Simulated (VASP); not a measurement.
# ZrS (Fm-3m) in VASP: further runs, part 2 of 2

VASP 6.6.1. Earlier steps stand in the parts before.

## Step 4: Relaxation of cell and atoms, r2SCAN

This run uses another cell than the first one, of 18.09 Å³/atom, 1.070 times its volume.

Input file POSCAR:

```
ZrS
1.0
    0.0000000000      2.6250000000      2.6250000000
    2.6250000000      0.0000000000      2.6250000000
    2.6250000000      2.6250000000      0.0000000000
Zr S
1 1
Direct
    0.0000000000      0.0000000000      0.0000000000
    0.5000000000      0.5000000000      0.5000000000
```

Input file INCAR.step1:

```
SYSTEM = ZrS
PREC = Accurate
ENCUT = 600
ISMEAR = 0
SIGMA = 0.1
LREAL = .False.
LASPH = .True.
NELM = 60
GGA = PE
ALGO = Normal
EDIFF = 1E-4
LWAVE = .True.
LCHARG = .False.
```

Input file INCAR.step2:

```
SYSTEM = ZrS
PREC = Accurate
ENCUT = 600
EDIFF = 1E-6
ISMEAR = 0
SIGMA = 0.1
LREAL = .False.
LASPH = .True.
NELM = 60
ALGO = Normal
ISIF = 3
LWAVE = .False.
LCHARG = .False.
METAGGA = R2SCAN
LMIXTAU = .True.
IBRION = 2
NSW = 80
EDIFFG = -0.01
ISTART = 1
```

Input file KPOINTS:

```
regular mesh
0
Gamma
  6 6 6
  0 0 0
```

Potentials or basis: VASP PAW PBE potentials, release 64 (Zr_sv, S).

Started as:

```
> cat potpaw_PBE.64/Zr_sv/POTCAR potpaw_PBE.64/S/POTCAR > POTCAR
> cp INCAR.step1 INCAR
> mpirun -np 1 vasp_std > vasp.out
> cp INCAR.step2 INCAR
> mpirun -np 1 vasp_std > vasp.out
```

OUTCAR:

```text
SYSTEM = ZrS
   PREC = Accurate
   ENCUT = 600
   EDIFF = 1E-6
   ISMEAR = 0
   LREAL = .False.
   LASPH = .True.
   NELM = 60
   ISIF = 3
   METAGGA = R2SCAN
   IBRION = 2
   NSW = 80
   EDIFFG = -0.01
   ISTART = 1

 ion  position               nearest neighbor table
   1  0.000  0.000  0.000-   2 2.62   2 2.62   2 2.62   2 2.62   2 2.62   2 2.62
   2  0.500  0.500  0.500-   1 2.62   1 2.62   1 2.62   1 2.62   1 2.62   1 2.62

  LATTYP: Found a face centered cubic cell.
 ALAT       =     5.2500000000

  Lattice vectors:

 A1 = (   0.0000000000,   2.6250000000,   2.6250000000)
 A2 = (   2.6250000000,   0.0000000000,   2.6250000000)
 A3 = (   2.6250000000,   2.6250000000,   0.0000000000)

Analysis of symmetry for initial positions (statically):
=====================================================================
 Subroutine PRICEL returns:
 Original cell was already a primitive cell.

 Routine SETGRP: Setting up the symmetry group for a
 face centered cubic supercell.

 Subroutine GETGRP returns: Found 48 space group operations
 (whereof 48 operations were pure point group operations)
 out of a pool of 48 trial point group operations.

The static configuration has the point symmetry O_h .

Analysis of symmetry for dynamics (positions and initial velocities):
=====================================================================
 Subroutine PRICEL returns:
 Original cell was already a primitive cell.

 Routine SETGRP: Setting up the symmetry group for a
 face centered cubic supercell.

 Subroutine GETGRP returns: Found 48 space group operations
 (whereof 48 operations were pure point group operations)
 out of a pool of 48 trial point group operations.

The dynamic configuration has the point symmetry O_h .

 Subroutine INISYM returns: Found 48 space group operations
 (whereof 48 operations are pure point group operations),
 and found     1 'primitive' translations

----------------------------------------------------------------------------------------

                                     Primitive cell

  volume of cell :      36.1758

  direct lattice vectors                    reciprocal lattice vectors
     0.000000000  2.625000000  2.625000000    -0.190476190  0.190476190  0.190476190
     2.625000000  0.000000000  2.625000000     0.190476190 -0.190476190  0.190476190
     2.625000000  2.625000000  0.000000000     0.190476190  0.190476190 -0.190476190

  length of vectors
     3.712310601  3.712310601  3.712310601     0.329914440  0.329914440  0.329914440

  position of ions in fractional coordinates (direct lattice)
     0.000000000  0.000000000  0.000000000
     0.500000000  0.500000000  0.500000000

  ion indices of the primitive-cell ions
   primitive index   ion index
                 1           1
                 2           2

----------------------------------------------------------------------------------------

 KPOINTS: regular mesh

Automatic generation of k-mesh.
 Grid dimensions read from file:
 generate k-points for:    6    6    6

 Generating k-lattice:

  Cartesian coordinates                     Fractional coordinates (reciprocal lattice)
    -0.031746032  0.031746032  0.031746032     0.166666667  0.000000000  0.000000000
     0.031746032 -0.031746032  0.031746032     0.000000000  0.166666667  0.000000000
     0.031746032  0.031746032 -0.031746032     0.000000000  0.000000000  0.166666667

  Length of vectors
     0.054985740  0.054985740  0.054985740

  Shift w.r.t. Gamma in fractional coordinates (k-lattice)
     0.000000000  0.000000000  0.000000000

 Subroutine IBZKPT returns following result:
 ===========================================

 Found     16 irreducible k-points:

 Following reciprocal coordinates:
            Coordinates               Weight
  0.000000  0.000000  0.000000      1.000000
  0.166667  0.000000  0.000000      8.000000
  0.333333  0.000000  0.000000      8.000000
  0.500000  0.000000  0.000000      4.000000
  0.166667  0.166667  0.000000      6.000000
  0.333333  0.166667  0.000000     24.000000
[... 8 lines left out ...]
 -0.333333  0.333333  0.166667     24.000000
 -0.333333  0.500000  0.166667     12.000000
   k-points           NKPTS =     16   k-points in BZ     NKDIM =     16   number of bands    NBANDS=     13
   number of dos      NEDOS =    301   number of ions     NIONS =      2
   total plane-waves  NPLWV =  27000
   dimension x,y,z NGX =    30 NGY =   30 NGZ =   30
   dimension x,y,z NGXF=    60 NGYF=   60 NGZF=   60
   ions per type =               1   1
   NGX,Y,Z   is equivalent  to a cutoff of  13.43, 13.43, 13.43 a.u.
   NGXF,Y,Z  is equivalent  to a cutoff of  26.87, 26.87, 26.87 a.u.
 SYSTEM =  ZrS
   PREC   = accura    normal or accurate (medium, high low for compatibility)
   ISTART =      1    job   : 0-new  1-cont  2-samecut
   ICHARG =      0    charge: 1-file 2-atom 10-const
   ISPIN  =      1    spin polarized calculation?
   LNONCOLLINEAR =      F non collinear calculations
   LSORBIT =      F    spin-orbit coupling
   LASPH  =      T    aspherical Exc in radial PAW
   ENCUT  =  600.0 eV  44.10 Ry    6.64 a.u.   7.41  7.41  7.41*2*pi/ulx,y,z
   NELM   =     60;   NELMIN=  2; NELMDL=  0     # of ELM steps
   EDIFF  = 0.1E-05   stopping-criterion for ELM
   LREAL  =      F    real-space projection
   EDIFFG = -.1E-01   stopping-criterion for IOM
   NSW    =     80    number of steps for IOM
   IBRION =      2    ionic relax: 0-MD 1-quasi-New 2-CG
   NFREE  =      1    steps in history (QN), initial steepest desc. (CG)
   ISIF   =      3    stress and relaxation
   ISYM   =      2    0-nonsym 1-usesym 2-fastsym
   POTIM  = 0.5000    time-step for ionic-motion
   TEBEG  =    0.0;   TEEND  =   0.0 temperature during run
   PSTRESS=    0.0 pullay stress
   NELECT =      18.0000    total number of electrons
   NUPDOWN=      -1.0000    fix difference up-down
   EMIN   =  10.00;   EMAX   =-10.00  energy-range for DOS
   EFERMI =   0.00;   METHOD = LEGACY
   ISMEAR =     0;   SIGMA  =   0.10  broadening in eV -4-tet -1-fermi 0-gaus
   EFERMI_NEDOS =   21; number of points for ismear=-14 and -15
   IALGO  =     38    algorithm
   IMIX   =      4    mixing-type and parameters
     AMIX     =   0.40;   BMIX     =  1.00
     AMIX_MAG =   1.60;   BMIX_MAG =  1.00
  volume/ion in A,a.u.               =      18.09       122.06
  Fermi-wavevector in a.u.,A,eV,Ry     =   1.297258  2.451462 22.896950  1.682878
  Thomas-Fermi vector in A             =   2.428662
   LORBIT       =      0    0 simple, 1 ext, 2 COOP (PROOUT), +10 PAW based schemes
   METAGGA = R2SCAN    functional components
   LHFCALC =     F    Hartree Fock is set to
   AEXX    =    0.0000 exact exchange contribution
   IVDW    =     0    specifies the selected vdW correction
   LEPSILON=     F    determine dielectric tensor
   LRPA    =     F    only Hartree local field effects (RPA)
 conjugate gradient relaxation of ions
 non-spin polarized calculation
 Gauss-broadening in eV      SIGMA  =   0.10
  energy-cutoff  :      600.00
  volume of cell :       36.18
 maximum number of plane-waves:      1243
 NGX is ok and might be reduce to    30
   NGX = 15   NGY = 15   NGZ = 15

--------------------------------------- Ionic step        1  -------------------------------------------

 number of electron      17.9999999 magnetization

 Free energy of the ion-electron system (eV)
  ---------------------------------------------------
  ext. energy  EPLUGINS =         0.00000000
  ---------------------------------------------------
  free energy    TOTEN  =       -33.84057562 eV

  energy without entropy =      -33.82743276  energy(sigma->0) =      -33.83400419

------------------------ aborting loop because EDIFF is reached ----------------------------------------

  FORCE on cell =-STRESS in cart. coord.  units (eV):
  Direction    XX          YY          ZZ          XY          YZ          ZX
  --------------------------------------------------------------------------------------
  -------------------------------------------------------------------------------------
  Total       -0.3670466     -0.3670466     -0.3670466      0.0000000      0.0000000     -0.0000000
  in kB      -16.2560064    -16.2560064    -16.2560064      0.0000000      0.0000000     -0.0000000
  external PRESSURE =     -16.2560064 kB  Pullay stress =       0.0000000 kB
[... 57 lines left out ...]
  energy  without entropy=      -33.8262295584  energy(sigma->0) =      -33.83281574

--------------------------------------- Ionic step        3  -------------------------------------------

 number of electron      17.9999999 magnetization

 Free energy of the ion-electron system (eV)
  ---------------------------------------------------
  ext. energy  EPLUGINS =         0.00000000
  ---------------------------------------------------
  free energy    TOTEN  =       -33.84279594 eV

  energy without entropy =      -33.82964349  energy(sigma->0) =      -33.83621972

 E-fermi :  11.1795     XC(G=0): -12.0301

 val. band max:       11.1761787288   @ k =   0.1667   0.1667   0.0000
 cond. band min:      11.1850240417   @ k =   0.3333   0.0000   0.0000
 fundamental gap:      0.0088453129
 Fermi energy:        11.1794604259

 k-point     1 :       0.0000    0.0000    0.0000
  band No.  band energies     occupation
      1     -40.7828      2.00000
      2     -18.0625      2.00000
      3     -18.0625      2.00000
      4     -18.0625      2.00000
      5      -5.7633      2.00000
      6       7.1017      2.00000
      7       7.1017      2.00000
      8       7.1017      2.00000
      9       9.6309      2.00000
     10       9.6309      2.00000
     11       9.6309      2.00000
     12      10.3840      2.00000
     13      10.3840      2.00000
[... 267 lines left out ...]
  FREE ENERGIE OF THE ION-ELECTRON SYSTEM (eV)
  ---------------------------------------------------
  free  energy   TOTEN  =       -33.8427959442 eV

  energy  without entropy=      -33.8296434918  energy(sigma->0) =      -33.83621972

 reached required accuracy - stopping structural energy minimisation
```

OSZICAR.step1:

```text
N       E                     dE             d eps       ncg     rms          rms(c)
DAV:   1     0.137910667154E+03    0.13791E+03   -0.10556E+04   416   0.151E+03
DAV:   2    -0.906831306203E+01   -0.14698E+03   -0.14176E+03   481   0.345E+02
DAV:   3    -0.160675869162E+02   -0.69993E+01   -0.68636E+01   643   0.664E+01
DAV:   4    -0.163202969369E+02   -0.25271E+00   -0.25257E+00   546   0.120E+01
DAV:   5    -0.163269510996E+02   -0.66542E-02   -0.66536E-02   614   0.168E+00    0.148E+01
DAV:   6    -0.154037588283E+02    0.92319E+00   -0.27442E+00   491   0.119E+01    0.703E+00
DAV:   7    -0.153742544000E+02    0.29504E-01   -0.28598E-01   636   0.377E+00    0.275E+00
DAV:   8    -0.153704980037E+02    0.37564E-02   -0.29235E-02   481   0.144E+00    0.357E-01
DAV:   9    -0.153700038575E+02    0.49415E-03   -0.52437E-03   497   0.519E-01    0.133E-01
DAV:  10    -0.153699967071E+02    0.71504E-05   -0.38313E-04   485   0.207E-01
   1 F= -.15369997E+02 E0= -.15363401E+02  d E =-.131917E-01
```

It took 3.2 min on 1 thread of Intel Xeon 8259CL, shared host; peak memory 0.19 GiB.

Results:

| Quantity | Value |
| --- | --- |
| Free energy | -33.8428 eV |
| Relaxed volume | 17.87 Å³/atom |
| Relaxed cell | a = 3.698 Å, b = 3.698 Å, c = 3.698 Å, α = 60.00°, β = 60.00°, γ = 60.00° |
| Space group after relaxing (to 0.05 Å) | Fm-3m (No. 225) |
| Energy gained by relaxing | 1.1 meV/atom |
| Ionic steps | 3 |
| Pressure after relaxing | 0.0 GPa |

The path:
| step | energy change (eV) | largest force (eV/Å) | pressure (GPa) | volume (Å³) |
| --- | --- | --- | --- | --- |
| 1 | 0.0000 | 0.0000 | -1.63 | 36.18 |
| 2 | 0.0012 | 0.0000 | 2.13 | 35.22 |
| 3 | -0.0022 | 0.0000 | -0.01 | 35.74 |

Final structure:
```
CELL_PARAMETERS angstrom
0.00000 2.61453 2.61453
2.61453 0.00000 2.61453
2.61453 2.61453 0.00000
ATOMIC_POSITIONS crystal
Zr 0.00000 0.00000 0.00000
S 0.50000 0.50000 0.50000
```

Caveat: the bands computed are all filled at some k points, so no gap is given; the PAW data sets were made with another functional, which shifts forces and pressure a little.

## Step 5: Summary

```tsv
task	level	potentials or basis	cell	k mesh	cutoff (eV)	gap on the mesh (eV)	pressure (GPa)
single point	LDA	VASP PAW LDA potentials, release 64 (Zr_sv, S)	a = 3.630 Å, angles 60.0°, 2 atoms	14 × 14 × 14	520	none	0.3
single point	PBEsol	VASP PAW PBE potentials, release 64 (Zr_sv, S)	a = 3.653 Å, angles 60.0°, 2 atoms	14 × 14 × 14	520	none	0.2
relaxation of cell and atoms	r2SCAN	VASP PAW PBE potentials, release 64 (Zr_sv, S)	relaxed from a = 3.712 Å, angles 60.0°, 2 atoms	6 × 6 × 6	600	-	0.0
```

Alike in all rows: no spin polarisation; smearing gaussian 0.1 eV.

Caveats: the PAW data sets were made with another functional, which shifts forces and pressure a little (some runs); the bands computed are all filled at some k points, so no gap is given (some runs).

Absolute energies hang on the potentials; compare differences alone.
